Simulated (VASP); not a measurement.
# SnO2 (I4/m) in VASP: notebook, part 2 of 2

VASP 6.6.1. Earlier steps stand in the parts before.

### Step 4. Single point, PBEsol

This run uses another cell than the first one, of 15.20 Å³/atom.

Input file INCAR:

```
PREC     = Accurate       # precision mode
ENCUT    = 520            # plane-wave cutoff, eV
EDIFF    = 1E-6           # SCF threshold, eV
ISMEAR   = -1             # smearing method
SIGMA    = 0.05           # smearing width, eV
LREAL    = False          # projectors in reciprocal space
LASPH    = True           # aspherical terms in the spheres
NELM     = 80             # most SCF steps
ALGO     = Normal         # electronic algorithm
ISIF     = 2              # what is computed and relaxed
LWAVE    = False          # write WAVECAR
LCHARG   = False          # write CHGCAR
GGA      = PS             # functional
NBANDS   = 64             # bands
```

Input file KPOINTS:

```
Automatic mesh
0
Gamma
  7 7 7
```

Input file POSCAR:

```
SnO2
1.0
   -5.3410045785      5.3410045785      1.5985006904
    5.3410045785     -5.3410045785      1.5985006904
    5.3410045785      5.3410045785     -1.5985006904
Sn O
4 8
Direct
    0.3492197305      0.8340236162      0.1832433467
    0.8340236162      0.6507802695      0.4848038857
    0.1659763838      0.3492197305      0.5151961143
    0.6507802695      0.1659763838      0.8167566533
    0.2091778294      0.1559221638      0.3650999932
    0.8440778362      0.2091778294      0.0532556656
    0.7908221706      0.8440778362      0.6349000068
    0.1559221638      0.7908221706      0.9467443344
    0.1602534892      0.5411743647      0.7014278539
    0.5411743647      0.8397465108      0.3809208755
    0.4588256353      0.1602534892      0.6190791245
    0.8397465108      0.4588256353      0.2985721461
```

Potentials or basis: VASP PAW PBE potentials, release 64 (Sn_d, O).

Started as:

```sh
> cat potpaw_PBE.64/Sn_d/POTCAR potpaw_PBE.64/O/POTCAR > POTCAR
> mpirun -np 1 vasp_std > vasp.out
```

OUTCAR:

```text
PREC = Accurate
   ENCUT = 520
   EDIFF = 1E-6
   ISMEAR = -1
   LREAL = False
   LASPH = True
   NELM = 80
   ISIF = 2
   GGA = PS

 ion  position               nearest neighbor table
   1  0.349  0.834  0.183-  10 2.05   6 2.08   6 2.08  12 2.08  12 2.08   8 2.12   4 3.20   4 3.20
                             3 3.75   3 3.75   2 3.75   2 3.75
   2  0.834  0.651  0.485-  12 2.05   5 2.08   5 2.08  11 2.08  11 2.08   7 2.12   3 3.20   3 3.20
                             4 3.75   4 3.75   1 3.75   1 3.75
   3  0.166  0.349  0.515-   9 2.05   7 2.08   7 2.08  10 2.08  10 2.08   5 2.12   2 3.20   2 3.20
                             1 3.75   1 3.75   4 3.75   4 3.75
   4  0.651  0.166  0.817-  11 2.05   8 2.08   8 2.08   9 2.08   9 2.08   6 2.12   1 3.20   1 3.20
                             2 3.75   2 3.75   3 3.75   3 3.75
   5  0.209  0.156  0.365-   2 2.08   2 2.08   3 2.12
   6  0.844  0.209  0.053-   1 2.08   1 2.08   4 2.12
   7  0.791  0.844  0.635-   3 2.08   3 2.08   2 2.12
   8  0.156  0.791  0.947-   4 2.08   4 2.08   1 2.12
   9  0.160  0.541  0.701-   3 2.05   4 2.08   4 2.08
  10  0.541  0.840  0.381-   1 2.05   3 2.08   3 2.08
  11  0.459  0.160  0.619-   4 2.05   2 2.08   2 2.08
  12  0.840  0.459  0.299-   2 2.05   1 2.08   1 2.08

  LATTYP: Found a body centered tetragonal cell.
 ALAT       =    10.6820091570
 C/A-ratio  =     0.2992883955

  Lattice vectors:

 A1 = (  -5.3410045785,   5.3410045785,   1.5985006904)
 A2 = (   5.3410045785,  -5.3410045785,   1.5985006904)
 A3 = (   5.3410045785,   5.3410045785,  -1.5985006904)

Analysis of symmetry for initial positions (statically):
=====================================================================
 Subroutine PRICEL returns:
 Original cell was already a primitive cell.

 Routine SETGRP: Setting up the symmetry group for a
 body centered tetragonal supercell.

 Subroutine GETGRP returns: Found  8 space group operations
 (whereof  8 operations were pure point group operations)
 out of a pool of 16 trial point group operations.

The static configuration has the point symmetry C_4h.

Analysis of symmetry for dynamics (positions and initial velocities):
=====================================================================
 Subroutine PRICEL returns:
 Original cell was already a primitive cell.

 Routine SETGRP: Setting up the symmetry group for a
 body centered tetragonal supercell.

 Subroutine GETGRP returns: Found  8 space group operations
 (whereof  8 operations were pure point group operations)
 out of a pool of 16 trial point group operations.

The dynamic configuration has the point symmetry C_4h.

 Subroutine INISYM returns: Found  8 space group operations
 (whereof  8 operations are pure point group operations),
 and found     1 'primitive' translations

----------------------------------------------------------------------------------------

                                     Primitive cell

  volume of cell :     182.3974

  direct lattice vectors                    reciprocal lattice vectors
    -5.341004578  5.341004578  1.598500690     0.000000000  0.093615348  0.312793109
     5.341004578 -5.341004578  1.598500690     0.093615348  0.000000000  0.312793109
     5.341004578  5.341004578 -1.598500690     0.093615348  0.093615348  0.000000000

  length of vectors
[... 83 lines left out ...]
 [... further k-points ...]
   k-points           NKPTS =     52   k-points in BZ     NKDIM =     52   number of bands    NBANDS=     64
   number of dos      NEDOS =    301   number of ions     NIONS =     12
   total plane-waves  NPLWV = 216000
   dimension x,y,z NGX =    60 NGY =   60 NGZ =   60
   dimension x,y,z NGXF=   120 NGYF=  120 NGZF=  120
   ions per type =               4   8
   NGX,Y,Z   is equivalent  to a cutoff of  12.92, 12.92, 12.92 a.u.
   NGXF,Y,Z  is equivalent  to a cutoff of  25.84, 25.84, 25.84 a.u.
 SYSTEM =  unknown system
   PREC   = accura    normal or accurate (medium, high low for compatibility)
   ISTART =      0    job   : 0-new  1-cont  2-samecut
   ICHARG =      2    charge: 1-file 2-atom 10-const
   ISPIN  =      1    spin polarized calculation?
   LNONCOLLINEAR =      F non collinear calculations
   LSORBIT =      F    spin-orbit coupling
   LASPH  =      T    aspherical Exc in radial PAW
   ENCUT  =  520.0 eV  38.22 Ry    6.18 a.u.  14.36 14.36 14.36*2*pi/ulx,y,z
   NELM   =     80;   NELMIN=  2; NELMDL= -5     # of ELM steps
   EDIFF  = 0.1E-05   stopping-criterion for ELM
   LREAL  =      F    real-space projection
   EDIFFG = 0.1E-04   stopping-criterion for IOM
   NSW    =      0    number of steps for IOM
   IBRION =     -1    ionic relax: 0-MD 1-quasi-New 2-CG
   NFREE  =      0    steps in history (QN), initial steepest desc. (CG)
   ISIF   =      2    stress and relaxation
   ISYM   =      2    0-nonsym 1-usesym 2-fastsym
   POTIM  = 0.5000    time-step for ionic-motion
   TEBEG  =    0.0;   TEEND  =   0.0 temperature during run
   PSTRESS=    0.0 pullay stress
   NELECT =     104.0000    total number of electrons
   NUPDOWN=      -1.0000    fix difference up-down
   EMIN   =  10.00;   EMAX   =-10.00  energy-range for DOS
   EFERMI =   0.00;   METHOD = LEGACY
   ISMEAR =    -1;   SIGMA  =   0.05  broadening in eV -4-tet -1-fermi 0-gaus
   EFERMI_NEDOS =   21; number of points for ismear=-14 and -15
   IALGO  =     38    algorithm
   IMIX   =      4    mixing-type and parameters
     AMIX     =   0.40;   BMIX     =  1.00
     AMIX_MAG =   1.60;   BMIX_MAG =  1.00
  volume/ion in A,a.u.               =      15.20       102.57
  Fermi-wavevector in a.u.,A,eV,Ry     =   1.357520  2.565342 25.073655  1.842862
  Thomas-Fermi vector in A             =   2.484432
   LORBIT       =      0    0 simple, 1 ext, 2 COOP (PROOUT), +10 PAW based schemes
   GGA     = PS    functional components
   LHFCALC =     F    Hartree Fock is set to
   AEXX    =    0.0000 exact exchange contribution
   IVDW    =     0    specifies the selected vdW correction
   LEPSILON=     F    determine dielectric tensor
   LRPA    =     F    only Hartree local field effects (RPA)
 non-spin polarized calculation
  energy-cutoff  :      520.00
  volume of cell :      182.40
 maximum number of plane-waves:      4938
 NGX is ok and might be reduce to    60
   NGX = 29   NGY = 29   NGZ = 29

 number of electron     104.0000022 magnetization

 Free energy of the ion-electron system (eV)
  ---------------------------------------------------
  ext. energy  EPLUGINS =         0.00000000
  ---------------------------------------------------
  free energy    TOTEN  =       -78.35958326 eV

  energy without entropy =      -78.35958326  energy(sigma->0) =      -78.35958326

 E-fermi :   3.6689     XC(G=0):  -9.6607

 val. band max:        2.6188523156   @ k =  -0.4286   0.4286   0.4286
 cond. band min:       4.5118767796   @ k =   0.0000   0.0000   0.0000
 fundamental gap:      1.8930244640
 Fermi energy:         3.6688736671

 k-point     1 :       0.0000    0.0000    0.0000
  band No.  band energies     occupation
      1     -17.8017      2.00000
      2     -17.8017      2.00000
      3     -17.6219      2.00000
      4     -17.1943      2.00000
      5     -17.0516      2.00000
      6     -17.0022      2.00000
[... 1597 lines left out ...]
     63      13.3345      0.00000
     64      13.3861      0.00000

 [... further k-points ...]
[... 5 lines left out ...]
  --------------------------------------------------------------------------------------
  -------------------------------------------------------------------------------------
  Total        0.4916837      0.4916837      0.7863031     -0.0000000      0.0000000      0.0000000
  in kB        4.3189452      4.3189452      6.9068789     -0.0000003      0.0000000      0.0000000
  external PRESSURE =       5.1815898 kB  Pullay stress =       0.0000000 kB

 VOLUME and BASIS-vectors are now :
 -----------------------------------------------------------------------------
  energy-cutoff  :      520.00
  volume of cell :      182.40
      direct lattice vectors                 reciprocal lattice vectors
    -5.341004578  5.341004578  1.598500690     0.000000000  0.093615348  0.312793109
     5.341004578 -5.341004578  1.598500690     0.093615348  0.000000000  0.312793109
     5.341004578  5.341004578 -1.598500690     0.093615348  0.093615348  0.000000000

 POSITION                                       TOTAL-FORCE (eV/Angst)
 -----------------------------------------------------------------------------------
      3.56804     -1.61064      1.59850         0.005946      0.003917      0.000000
      1.61064      3.56804      1.59850        -0.003917      0.005946     -0.000000
      3.73037      1.77296      0.00000         0.003917     -0.005946      0.000000
      1.77296      6.95164      0.00000        -0.005946     -0.003917     -0.000000
      1.66556      2.23444      0.00000        -0.030700     -0.044189     -0.000000
     -3.10657      3.67544      1.59850        -0.044189      0.030700     -0.000000
      3.67544      3.10657      1.59850         0.030700      0.044189      0.000000
      8.44757      1.66556      0.00000         0.044189     -0.030700      0.000000
      5.78083      1.71183      0.00000        -0.009008     -0.004269     -0.000000
      3.62918      0.43982      1.59850         0.004269     -0.009008     -0.000000
      1.71183      4.90118      0.00000        -0.004269      0.009008     -0.000000
     -0.43982      3.62918      1.59850         0.009008      0.004269     -0.000000
 -----------------------------------------------------------------------------------
    total drift:                                0.000000      0.000000      0.000000

  FREE ENERGIE OF THE ION-ELECTRON SYSTEM (eV)
  ---------------------------------------------------
  free  energy   TOTEN  =       -78.3595832597 eV

  energy  without entropy=      -78.3595832589  energy(sigma->0) =      -78.35958326
```

It took 19 min on 1 thread of Intel Xeon Platinum 8259CL at 2.50GHz (Skylake/Cascade Lake), shared host; peak memory 0.76 GiB.

Results:

- Free energy: -78.3596 eV
- Pressure: 0.5 GPa
- Largest force: 0.054 eV/Å
- Band gap on the k mesh: 1.89 eV (least direct gap 2.08 eV)

Forces on the atoms (eV/Å):
```
Sn   0.006  0.004  0.000
Sn  -0.004  0.006  0.000
Sn   0.004 -0.006  0.000
Sn  -0.006 -0.004  0.000
O   -0.031 -0.044  0.000
O   -0.044  0.031  0.000
O    0.031  0.044  0.000
O    0.044 -0.031  0.000
O   -0.009 -0.004  0.000
O    0.004 -0.009  0.000
O   -0.004  0.009  0.000
O    0.009  0.004  0.000
```

Stress tensor (GPa, compression positive):
```
0.43 0.00 0.00
0.00 0.43 0.00
0.00 0.00 0.69
```

Caveat: the PAW data sets were made with another functional, which shifts forces and pressure a little; spin-orbit coupling is left out, which moves the levels of the heavy elements. A k mesh can miss the band edges.

### Step 5. Overview

```csv
level,cell,cutoff (eV),gap on the mesh (eV),pressure (GPa),largest force (eV/Å)
PBEsol+D3(BJ),"a = 7.667 Å, angles 92.5, 92.5, 156.0°, 12 atoms, atomic positions A",520,2.02,0.6,0.06
PBEsol,"a = 7.721 Å, angles 92.5, 92.5, 156.1°, 12 atoms, atomic positions B",600,1.89,0.4,0.05
PBEsol,"a = 7.721 Å, angles 92.5, 92.5, 156.1°, 12 atoms, atomic positions B",520,1.89,0.5,0.05
```

Alike in all rows: task single point; potentials or basis VASP PAW PBE potentials, release 64 (Sn_d, O); no spin polarisation; k mesh 7 × 7 × 7; smearing fermi-dirac 0.05 eV.

Caveats: the PAW data sets were made with another functional, which shifts forces and pressure a little; spin-orbit coupling is left out, which moves the levels of the heavy elements.

Total energies depend on the potentials used, so only differences within one code and one set of settings carry meaning.
